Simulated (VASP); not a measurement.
A run of VASP 6.6.1 is set up as follows.

File INCAR:

```
SYSTEM = BP
PREC = Accurate
ENCUT = 500
EDIFF = 1E-6
ISMEAR = -1
SIGMA = 0.08
LREAL = .FALSE.
LASPH = .TRUE.
NELM = 120
ALGO = Normal
ISIF = 2
LWAVE = .FALSE.
LCHARG = .FALSE.
GGA = CA
NBANDS = 11
GGA_COMPAT = .FALSE.
```

File KPOINTS:

```
regular mesh
0
G
  15 15 15
  0 0 0
```

File POSCAR:

```
BP
1.0
    0.0000000000      2.0841117159      2.0841117159
    2.0841117159      0.0000000000      2.0841117159
    2.0841117159      2.0841117159      0.0000000000
B P
1 1
Direct
    0.0000000000      0.0000000000      0.0000000000
    0.2500000000      0.2500000000      0.2500000000
```

Potentials or basis: VASP PAW LDA potentials, release 64 (B, P).

Run with:

```bash
$ cat potpaw_LDA.64/B/POTCAR potpaw_LDA.64/P/POTCAR > POTCAR
$ mpirun -np 1 vasp_std > vasp.out
```

Problem. Predict the pressure.

Solution. 58.9 GPa.

Problem. Predict the band gap on the k mesh.

Solution. 0.80 eV, indirect (least direct gap 3.95 eV).

 A k mesh can miss the band edges.
